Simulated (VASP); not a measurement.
# SrTe (Fm-3m) in VASP: single point with PBE

Aim: the single point of SrTe with PBE.

Program: VASP 6.6.1. These are calculated values, not measurements. Logs are shortened: lines on timing, memory, paths and dates and some standing lists are left out, and cuts for length are marked.

## Step 1: The cell of the first run

The structure is cubic, space group Fm-3m (No. 225). Conventional cell: a = 6.712 Å, b = 6.712 Å, c = 6.712 Å, α = 90.00°, β = 90.00°, γ = 90.00°. Sr (site symmetry m-3m) has 6 Te at 3.36 Å within 4.4 Å. Te (site symmetry m-3m) has 6 Sr at 3.36 Å within 4.4 Å.

## Step 2: Single point, PBE

Input file INCAR:

```
SYSTEM = SrTe
PREC = Accurate
ENCUT = 500
EDIFF = 1E-6
ISMEAR = 0
SIGMA = 0.1
LREAL = .False.
LASPH = .True.
NELM = 120
ALGO = Normal
ISIF = 2
LWAVE = .False.
LCHARG = .False.
GGA = PE
NBANDS = 15
GGA_COMPAT = .False.
```

Input file KPOINTS:

```
Automatic mesh
0
Gamma
  4 4 4
  0 0 0
```

Input file POSCAR:

```
SrTe
1.0
    0.0000000000      3.3558350000      3.3558350000
    3.3558350000      0.0000000000      3.3558350000
    3.3558350000      3.3558350000      0.0000000000
Sr Te
1 1
Direct
    0.0000000000      0.0000000000      0.0000000000
    0.5000000000      0.5000000000      0.5000000000
```

Potentials or basis: VASP PAW PBE potentials, release 64 (Sr_sv, Te).

Run with:

```console
cat potpaw_PBE.64/Sr_sv/POTCAR potpaw_PBE.64/Te/POTCAR > POTCAR
mpirun -np 1 vasp_std > vasp.out
```

OUTCAR:

```text
SYSTEM = SrTe
   PREC = Accurate
   ENCUT = 500
   EDIFF = 1E-6
   ISMEAR = 0
   LREAL = .False.
   LASPH = .True.
   NELM = 120
   ISIF = 2
   GGA = PE

 ion  position               nearest neighbor table
   1  0.000  0.000  0.000-   2 3.36   2 3.36   2 3.36   2 3.36   2 3.36   2 3.36
   2  0.500  0.500  0.500-   1 3.36   1 3.36   1 3.36   1 3.36   1 3.36   1 3.36

  LATTYP: Found a face centered cubic cell.
 ALAT       =     6.7116700000

  Lattice vectors:

 A1 = (   0.0000000000,   3.3558350000,   3.3558350000)
 A2 = (   3.3558350000,   0.0000000000,   3.3558350000)
 A3 = (   3.3558350000,   3.3558350000,   0.0000000000)

Analysis of symmetry for initial positions (statically):
=====================================================================
 Subroutine PRICEL returns:
 Original cell was already a primitive cell.

 Routine SETGRP: Setting up the symmetry group for a
 face centered cubic supercell.

 Subroutine GETGRP returns: Found 48 space group operations
 (whereof 48 operations were pure point group operations)
 out of a pool of 48 trial point group operations.

The static configuration has the point symmetry O_h .

Analysis of symmetry for dynamics (positions and initial velocities):
=====================================================================
 Subroutine PRICEL returns:
 Original cell was already a primitive cell.

 Routine SETGRP: Setting up the symmetry group for a
 face centered cubic supercell.

 Subroutine GETGRP returns: Found 48 space group operations
 (whereof 48 operations were pure point group operations)
 out of a pool of 48 trial point group operations.

The dynamic configuration has the point symmetry O_h .

 Subroutine INISYM returns: Found 48 space group operations
 (whereof 48 operations are pure point group operations),
 and found     1 'primitive' translations

----------------------------------------------------------------------------------------

                                     Primitive cell

  volume of cell :      75.5843

  direct lattice vectors                    reciprocal lattice vectors
     0.000000000  3.355835000  3.355835000    -0.148994215  0.148994215  0.148994215
     3.355835000  0.000000000  3.355835000     0.148994215 -0.148994215  0.148994215
     3.355835000  3.355835000  0.000000000     0.148994215  0.148994215 -0.148994215

  length of vectors
     4.745867370  4.745867370  4.745867370     0.258065550  0.258065550  0.258065550

  position of ions in fractional coordinates (direct lattice)
     0.000000000  0.000000000  0.000000000
     0.500000000  0.500000000  0.500000000

  ion indices of the primitive-cell ions
   primitive index   ion index
                 1           1
                 2           2

----------------------------------------------------------------------------------------

 KPOINTS: Automatic mesh

Automatic generation of k-mesh.
 Grid dimensions read from file:
 generate k-points for:    4    4    4

 Generating k-lattice:

  Cartesian coordinates                     Fractional coordinates (reciprocal lattice)
    -0.037248554  0.037248554  0.037248554     0.250000000  0.000000000  0.000000000
     0.037248554 -0.037248554  0.037248554     0.000000000  0.250000000  0.000000000
     0.037248554  0.037248554 -0.037248554     0.000000000  0.000000000  0.250000000

  Length of vectors
     0.064516387  0.064516387  0.064516387

  Shift w.r.t. Gamma in fractional coordinates (k-lattice)
     0.000000000  0.000000000  0.000000000

 Subroutine IBZKPT returns following result:
 ===========================================

 Found      8 irreducible k-points:

 Following reciprocal coordinates:
            Coordinates               Weight
  0.000000  0.000000  0.000000      1.000000
  0.250000  0.000000  0.000000      8.000000
  0.500000  0.000000  0.000000      4.000000
  0.250000  0.250000  0.000000      6.000000
  0.500000  0.250000  0.000000     24.000000
 -0.250000  0.250000  0.000000     12.000000
  0.500000  0.500000  0.000000      3.000000
 -0.250000  0.500000  0.250000      6.000000
   k-points           NKPTS =      8   k-points in BZ     NKDIM =      8   number of bands    NBANDS=     15
   number of dos      NEDOS =    301   number of ions     NIONS =      2
   total plane-waves  NPLWV =  46656
   dimension x,y,z NGX =    36 NGY =   36 NGZ =   36
   dimension x,y,z NGXF=    72 NGYF=   72 NGZF=   72
   ions per type =               1   1
   NGX,Y,Z   is equivalent  to a cutoff of  12.61, 12.61, 12.61 a.u.
   NGXF,Y,Z  is equivalent  to a cutoff of  25.22, 25.22, 25.22 a.u.
 SYSTEM =  SrTe
   PREC   = accura    normal or accurate (medium, high low for compatibility)
   ISTART =      0    job   : 0-new  1-cont  2-samecut
   ICHARG =      2    charge: 1-file 2-atom 10-const
   ISPIN  =      1    spin polarized calculation?
   LNONCOLLINEAR =      F non collinear calculations
   LSORBIT =      F    spin-orbit coupling
   LASPH  =      T    aspherical Exc in radial PAW
   ENCUT  =  500.0 eV  36.75 Ry    6.06 a.u.   8.65  8.65  8.65*2*pi/ulx,y,z
   NELM   =    120;   NELMIN=  2; NELMDL= -5     # of ELM steps
   EDIFF  = 0.1E-05   stopping-criterion for ELM
   LREAL  =      F    real-space projection
   EDIFFG = 0.1E-04   stopping-criterion for IOM
   NSW    =      0    number of steps for IOM
   IBRION =     -1    ionic relax: 0-MD 1-quasi-New 2-CG
   NFREE  =      0    steps in history (QN), initial steepest desc. (CG)
   ISIF   =      2    stress and relaxation
   ISYM   =      2    0-nonsym 1-usesym 2-fastsym
   POTIM  = 0.5000    time-step for ionic-motion
   TEBEG  =    0.0;   TEEND  =   0.0 temperature during run
   PSTRESS=    0.0 pullay stress
   NELECT =      16.0000    total number of electrons
   NUPDOWN=      -1.0000    fix difference up-down
   EMIN   =  10.00;   EMAX   =-10.00  energy-range for DOS
   EFERMI =   0.00;   METHOD = LEGACY
   ISMEAR =     0;   SIGMA  =   0.10  broadening in eV -4-tet -1-fermi 0-gaus
   EFERMI_NEDOS =   21; number of points for ismear=-14 and -15
   IALGO  =     38    algorithm
   IMIX   =      4    mixing-type and parameters
     AMIX     =   0.40;   BMIX     =  1.00
     AMIX_MAG =   1.60;   BMIX_MAG =  1.00
  volume/ion in A,a.u.               =      37.79       255.03
  Fermi-wavevector in a.u.,A,eV,Ry     =   0.975673  1.843754 12.951897  0.951938
  Thomas-Fermi vector in A             =   2.106231
   LORBIT       =      0    0 simple, 1 ext, 2 COOP (PROOUT), +10 PAW based schemes
   GGA     = PE    functional components
   LHFCALC =     F    Hartree Fock is set to
   AEXX    =    0.0000 exact exchange contribution
   IVDW    =     0    specifies the selected vdW correction
   LEPSILON=     F    determine dielectric tensor
   LRPA    =     F    only Hartree local field effects (RPA)
 non-spin polarized calculation
 Gauss-broadening in eV      SIGMA  =   0.10
  energy-cutoff  :      500.00
  volume of cell :       75.58
 maximum number of plane-waves:      1928
 NGX is ok and might be reduce to    36
   NGX = 17   NGY = 17   NGZ = 17

 number of electron      16.0000000 magnetization

 Free energy of the ion-electron system (eV)
  ---------------------------------------------------
  ext. energy  EPLUGINS =         0.00000000
  ---------------------------------------------------
  free energy    TOTEN  =        -8.25485592 eV

  energy without entropy =       -8.25485592  energy(sigma->0) =       -8.25485592

 E-fermi :   3.2251     XC(G=0):  -8.4216

 val. band max:        2.6999463753   @ k =   0.0000   0.0000   0.0000
 cond. band min:       4.4451172358   @ k =   0.5000   0.5000   0.0000
 fundamental gap:      1.7451708605
 Fermi energy:         3.2251161050

 k-point     1 :       0.0000    0.0000    0.0000
  band No.  band energies     occupation
      1     -32.0546      2.00000
      2     -14.0400      2.00000
      3     -14.0400      2.00000
      4     -14.0400      2.00000
      5      -7.2068      2.00000
      6       2.6999      2.00000
      7       2.6999      2.00000
      8       2.6999      2.00000
      9       5.4493      0.00000
     10       5.9818      0.00000
     11       5.9818      0.00000
     12       5.9818      0.00000
     13       6.6039      0.00000
     14       6.6039      0.00000
     15      10.1920      0.00000

 k-point     2 :       0.2500    0.0000    0.0000
  band No.  band energies     occupation
      1     -32.0527      2.00000
      2     -14.0976      2.00000
      3     -14.0427      2.00000
      4     -14.0427      2.00000
      5      -6.9239      2.00000
      6       1.0007      2.00000
      7       2.0734      2.00000
      8       2.0734      2.00000
      9       5.9124      0.00000
     10       6.7001      0.00000
     11       6.7001      0.00000
     12       7.7487      0.00000
     13       8.0051      0.00000
     14       8.0051      0.00000
     15      10.9165      0.00000

 k-point     3 :       0.5000    0.0000    0.0000
  band No.  band energies     occupation
      1     -32.0509      2.00000
      2     -14.1531      2.00000
      3     -14.0453      2.00000
      4     -14.0453      2.00000
      5      -6.6090      2.00000
      6      -0.0652      2.00000
      7       1.6328      2.00000
      8       1.6328      2.00000
      9       6.5455      0.00000
     10       7.8094      0.00000
     11       7.9897      0.00000
     12       7.9897      0.00000
     13       9.3234      0.00000
     14       9.3234      0.00000
     15      10.4218      0.00000
[... 55 lines left out ...]
 k-point     7 :       0.5000    0.5000    0.0000
  band No.  band energies     occupation
      1     -32.0495      2.00000
      2     -14.1170      2.00000
      3     -14.0712      2.00000
      4     -14.0712      2.00000
      5      -6.7760      2.00000
      6       0.7596      2.00000
      7       1.9730      2.00000
      8       1.9730      2.00000
      9       4.4451      0.00000
     10       6.5188      0.00000
     11       7.4810      0.00000
     12       8.6958      0.00000
     13       8.7755      0.00000
     14       8.7755      0.00000
     15      11.2035      0.00000

 k-point     8 :      -0.2500    0.5000    0.2500
  band No.  band energies     occupation
      1     -32.0496      2.00000
      2     -14.0940      2.00000
      3     -14.0940      2.00000
      4     -14.0783      2.00000
      5      -6.6832      2.00000
      6       1.1607      2.00000
      7       1.1607      2.00000
      8       1.2240      2.00000
      9       6.6140      0.00000
     10       6.6140      0.00000
     11       7.1069      0.00000
     12       8.3280      0.00000
     13       8.7857      0.00000
     14      10.2146      0.00000
     15      10.7938      0.00000

------------------------ aborting loop because EDIFF is reached ----------------------------------------

  FORCE on cell =-STRESS in cart. coord.  units (eV):
  Direction    XX          YY          ZZ          XY          YZ          ZX
  --------------------------------------------------------------------------------------
  -------------------------------------------------------------------------------------
  Total        0.1229806      0.1229806      0.1229806      0.0000000      0.0000000      0.0000000
  in kB        2.6068455      2.6068455      2.6068455      0.0000000      0.0000000      0.0000000
  external PRESSURE =       2.6068455 kB  Pullay stress =       0.0000000 kB

 VOLUME and BASIS-vectors are now :
 -----------------------------------------------------------------------------
  energy-cutoff  :      500.00
  volume of cell :       75.58
      direct lattice vectors                 reciprocal lattice vectors
     0.000000000  3.355835000  3.355835000    -0.148994215  0.148994215  0.148994215
     3.355835000  0.000000000  3.355835000     0.148994215 -0.148994215  0.148994215
     3.355835000  3.355835000  0.000000000     0.148994215  0.148994215 -0.148994215

 POSITION                                       TOTAL-FORCE (eV/Angst)
 -----------------------------------------------------------------------------------
      0.00000      0.00000      0.00000         0.000000      0.000000      0.000000
      3.35583      3.35583      3.35583        -0.000000      0.000000     -0.000000
 -----------------------------------------------------------------------------------
    total drift:                                0.000000      0.000000      0.000000

  FREE ENERGIE OF THE ION-ELECTRON SYSTEM (eV)
  ---------------------------------------------------
  free  energy   TOTEN  =        -8.2548559150 eV

  energy  without entropy=       -8.2548559150  energy(sigma->0) =       -8.25485592
```

It took 9.5 s on 1 thread of Intel Xeon Platinum 8259CL at 2.50GHz (Skylake/Cascade Lake), shared host; peak memory 0.2 GiB.

What came out:

```
Free energy            : -8.2549 eV
Pressure               : 0.3 GPa
Band gap on the k mesh : 1.75 eV (least direct gap 2.47 eV)
```

Caveat: spin-orbit coupling is left out, which moves the levels of the heavy elements. A k mesh can miss the band edges.
